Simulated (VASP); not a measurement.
# BaTiO3 in VASP: settings compared, part 3 of 3

VASP 6.6.1.

## 6. Single point, PBE

INCAR reads:

```
SYSTEM = BaTiO3
PREC = Accurate ; ENCUT = 520
EDIFF = 1E-6 ; ISMEAR = 0
SIGMA = 0.1 ; LREAL = .FALSE.
LASPH = .TRUE. ; NELM = 80
ALGO = Normal ; ISIF = 2
LWAVE = .FALSE. ; LCHARG = .FALSE.
GGA = PE ; NBANDS = 28
```

KPOINTS reads:

```
regular mesh
0
G
  9 9 9
  0 0 0
```

POSCAR reads:

```
BaTiO3
1.0
    4.0060000000      0.0000000000      0.0000000000
    0.0000000000      4.0060000000      0.0000000000
    0.0000000000      0.0000000000      4.0060000000
Ba Ti O
1 1 3
Direct
    0.4995820000      0.4932190000      0.5062780000
    0.0000700000     -0.0020440000     -0.0109340000
    0.0033810000      0.0076360000      0.4931720000
    0.0002570000      0.4939700000      0.0067890000
    0.5026220000     -0.0065370000      0.0085460000
```

Potentials or basis: VASP PAW PBE potentials, release 64 (Ba_sv, Ti_sv, O).

Command:

```console
$ cat potpaw_PBE.64/Ba_sv/POTCAR potpaw_PBE.64/Ti_sv/POTCAR potpaw_PBE.64/O/POTCAR > POTCAR
$ mpirun -np 1 vasp_std > vasp.out
```

OUTCAR:

```text
SYSTEM = BaTiO3
   PREC = Accurate
   ENCUT = 520
   EDIFF = 1E-6
   ISMEAR = 0
   LREAL = .FALSE.
   LASPH = .TRUE.
   NELM = 80
   ISIF = 2
   GGA = PE

 ion  position               nearest neighbor table
   1  0.500  0.493  0.506-   3 2.78   3 2.80   5 2.83   5 2.83   4 2.83   4 2.83   4 2.83   4 2.84
                             5 2.84   5 2.84   3 2.86   3 2.88   2 3.42   2 3.42   2 3.44   2 3.44
   2  0.000  0.998  0.989-   3 1.99   4 1.99   5 1.99   5 2.01   3 2.02   4 2.02   1 3.42   1 3.42
                             1 3.44   1 3.44   1 3.50   1 3.50   1 3.52   1 3.52
[... 952 lines left out ...]
  -------------------------------------------------------------------------------------
  Total        1.4053419      1.4184750      1.3307665      0.0098586     -0.0130415      0.0105545
  in kB       35.0235149     35.3508141     33.1649694      0.2456932     -0.3250168      0.2630359
  external PRESSURE =      34.5130995 kB  Pullay stress =       0.0000000 kB

 VOLUME and BASIS-vectors are now :
 -----------------------------------------------------------------------------
  energy-cutoff  :      520.00
  volume of cell :       64.29
      direct lattice vectors                 reciprocal lattice vectors
     4.006000000  0.000000000  0.000000000     0.249625562  0.000000000  0.000000000
     0.000000000  4.006000000  0.000000000     0.000000000  0.249625562  0.000000000
     0.000000000  0.000000000  4.006000000     0.000000000  0.000000000  0.249625562

 POSITION                                       TOTAL-FORCE (eV/Angst)
 -----------------------------------------------------------------------------------
      2.00133      1.97584      2.02815         0.039104      0.126472     -0.287592
      0.00028      3.99781      3.96220        -0.052036      0.033048      0.243490
      0.01354      0.03059      1.97565        -0.029947     -0.297835      0.679541
      0.00103      1.97884      0.02720         0.032577      0.153559     -0.300674
      2.01350      3.97981      0.03424         0.010302     -0.015244     -0.334765
 -----------------------------------------------------------------------------------
    total drift:                                0.001393     -0.000476     -0.000075

  FREE ENERGIE OF THE ION-ELECTRON SYSTEM (eV)
  ---------------------------------------------------
  free  energy   TOTEN  =       -39.9346224370 eV

  energy  without entropy=      -39.9346224370  energy(sigma->0) =      -39.93462244
```

OSZICAR:

```text
N       E                     dE             d eps       ncg     rms          rms(c)
DAV:   1     0.426721749180E+03    0.42672E+03   -0.20234E+04 20440   0.152E+03
DAV:   2    -0.727302452744E+01   -0.43399E+03   -0.41285E+03 23396   0.418E+02
DAV:   3    -0.488778317685E+02   -0.41605E+02   -0.41090E+02 23984   0.133E+02
DAV:   4    -0.509245052171E+02   -0.20467E+01   -0.20426E+01 32384   0.264E+01
DAV:   5    -0.509633235547E+02   -0.38818E-01   -0.38805E-01 26388   0.343E+00    0.228E+01
DAV:   6    -0.401414389058E+02    0.10822E+02   -0.57470E+01 29556   0.661E+01    0.986E+00
DAV:   7    -0.401008067378E+02    0.40632E-01   -0.10194E+01 27592   0.230E+01    0.660E+00
DAV:   8    -0.399278111377E+02    0.17300E+00   -0.64171E-01 25276   0.702E+00    0.346E+00
DAV:   9    -0.399665864745E+02   -0.38775E-01   -0.35887E-01 29788   0.509E+00    0.164E+00
DAV:  10    -0.399395926285E+02    0.26994E-01   -0.19364E-01 24176   0.453E+00    0.583E-01
DAV:  11    -0.399346174262E+02    0.49752E-02   -0.20637E-02 28752   0.987E-01    0.136E-01
DAV:  12    -0.399347583413E+02   -0.14092E-03   -0.16268E-03 24820   0.356E-01    0.106E-01
DAV:  13    -0.399346287413E+02    0.12960E-03   -0.76268E-04 23956   0.293E-01    0.239E-02
DAV:  14    -0.399346217181E+02    0.70232E-05   -0.50195E-05 25424   0.635E-02    0.118E-02
DAV:  15    -0.399346224370E+02   -0.71886E-06   -0.77067E-06 25616   0.221E-02
   1 F= -.39934622E+02 E0= -.39934622E+02  d E =-.332213E-14
```

Run time: 4.2 min. Hardware: 1 thread of Intel Xeon 6975P-C (Granite Rapids), shared host; peak memory 0.67 GiB.

Results:

* Free energy: -39.9346 eV
* Pressure: 3.5 GPa
* Largest force: 0.743 eV/Å
* Band gap on the k mesh: 1.78 eV (least direct gap 1.90 eV)

Forces in eV/Å, atoms in the order of the input:
```
Ba   0.039  0.126 -0.288
Ti  -0.052  0.033  0.243
O   -0.030 -0.298  0.680
O    0.033  0.154 -0.301
O    0.010 -0.015 -0.335
```

Levels at points of the mesh, in eV from the valence-band top:
| k point | band 16 | band 17 | band 18 | band 19 | band 20 | band 21 | band 22 | band 23 | band 24 | band 25 |
| --- | --- | --- | --- | --- | --- | --- | --- | --- | --- | --- |
| (0.00, 0.00, 0.00) | -1.06 | -1.06 | -0.14 | -0.14 | -0.12 | 1.78 | 1.82 | 1.83 | 3.93 | 3.94 |

Caveat: the cell stands under pressure; spin-orbit coupling is left out, which moves the levels of the heavy elements; an odd mesh through Γ misses points on the zone boundary, where band edges can lie.

## 7. The runs side by side

| task | level | potentials or basis | U | cell | k mesh | cutoff (eV) | smearing | dipole correction | tolerance level | purpose | passes | gap on the mesh (eV) | pressure (GPa) | relaxed volume (Å³/atom) |
| --- | --- | --- | --- | --- | --- | --- | --- | --- | --- | --- | --- | --- | --- | --- |
| single point | r2SCAN | VASP PAW PBE potentials, release 64 (Ba_sv, Ti_sv, O_h) | - | a = 4.006 Å, 5 atoms, atomic positions A | 6 × 6 × 6 | 910 | gaussian 0.01 eV | no | - | - | - | 2.14 | 0.1 | - |
| single point | PBEsol+U | VASP PAW PBE potentials, release 64 (Ba_sv, Ti_sv, O_h) | Ti d U = 6.0 eV | a = 4.006 Å, 5 atoms, atomic positions A | 7 × 7 × 7 | 910 | fermi-dirac 0.05 eV | no | - | - | - | 2.49 | 1.8 | - |
| relaxation of cell and atoms | r2SCAN | VASP PAW PBE potentials, release 64 (Ba_sv, Ti_sv, O) | - | relaxed from a = 4.046 Å, 5 atoms, atomic positions A | 5 × 5 × 5 | 600 | gaussian 0.03 eV | - | standard | cell | 2 | 2.24 | 0.0 | 12.87 |
| relaxation of cell and atoms | r2SCAN | VASP PAW PBE potentials, release 64 (Ba_sv, Ti_sv, O) | - | relaxed from a = 4.046 Å, 5 atoms, atomic positions A | 7 × 7 × 7 | 840 | gaussian 0.03 eV | - | standard | cell | 3 | 2.19 | 0.0 | 12.89 |
| single point | PBE | VASP PAW PBE potentials, release 64 (Ba_sv, Ti_sv, O) | - | a = 4.006 Å, 5 atoms, atomic positions B | 9 × 9 × 9 | 520 | gaussian 0.1 eV | no | - | - | - | 1.78 | 3.5 | - |

Alike in all rows: no spin polarisation.

Caveats: spin-orbit coupling is left out, which moves the levels of the heavy elements; the PAW data sets were made with another functional, which shifts forces and pressure a little (at least some runs); an odd mesh through Γ misses points on the zone boundary, where band edges can lie (at least some runs); the cutoff is under 1.25 times the usual one of these potentials, so pressure, stress and relaxed cells hold a basis-set (Pulay) error (at least some runs); the cell stands under pressure (at least some runs).

Absolute energies hang on the potentials; compare differences alone.
